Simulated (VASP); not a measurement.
Wanted: the native input for a VASP 6.6.1 run.

```
Task                   : single point
Functional             : PBEsol
Potentials or basis    : VASP PAW PBE potentials, release 64 (P)
Cutoff                 : 520 eV
k mesh                 : 8 × 1 × 6
Occupations            : fermi-dirac, width 0.05 eV
Spin                   : no spin polarisation
Dipole correction      : no
Further INCAR settings : ALGO = Normal; EDIFF = 1e-07; NBANDS = 18
```

The structure of P lies in POSCAR:

```
P
1.0
    3.2166940593      0.0000000000      0.0000000000
    0.0000000000     34.1454633489      0.0000000000
    0.0000000000      0.0000000000      4.5375258363
P
4
Direct
    0.5000000000      0.9702614300      0.9078492800
    0.5000000000      0.0297385700      0.0921507200
    0.0000000000      0.0297385700      0.4078492800
    0.0000000000      0.9702614300      0.5921507200
```

This cell differs from its parent crystal: volume scaled by 0.94.

The input as run:

INCAR

```
PREC     = Accurate       # precision mode
ENCUT    = 520            # plane-wave cutoff, eV
EDIFF    = 1E-7           # SCF threshold, eV
ISMEAR   = -1             # smearing method
SIGMA    = 0.05           # smearing width, eV
LREAL    = False          # projectors in reciprocal space
LASPH    = True           # aspherical terms in the spheres
NELM     = 100            # most SCF steps
ALGO     = Normal         # electronic algorithm
ISIF     = 2              # what is computed and relaxed
LWAVE    = False          # write WAVECAR
LCHARG   = True           # write CHGCAR
GGA      = PS             # functional
LELF     = True           # ELF
LVHAR    = True         
NBANDS   = 18             # bands
```

KPOINTS

```
regular mesh
0
Gamma
  8 1 6
```

Potentials or basis: VASP PAW PBE potentials, release 64 (P).

The run is started by

```console
$ cat potpaw_PBE.64/P/POTCAR > POTCAR
$ mpirun -np 1 vasp_std > vasp.out
```

Results of the run:

```yaml
Largest_force: 0.804 eV/Å
Band_gap_on_the_k_mesh: 0.84 eV, indirect (least direct gap 0.87 eV)
```

Caveat: the PAW data sets were made with another functional, which shifts forces and pressure a little.

It took 4.7 min on 1 thread of Intel(R) Xeon(R) Platinum 8259CL CPU @ 2.50GHz (Skylake/Cascade Lake), on a shared host, peak memory 0.54 GiB.
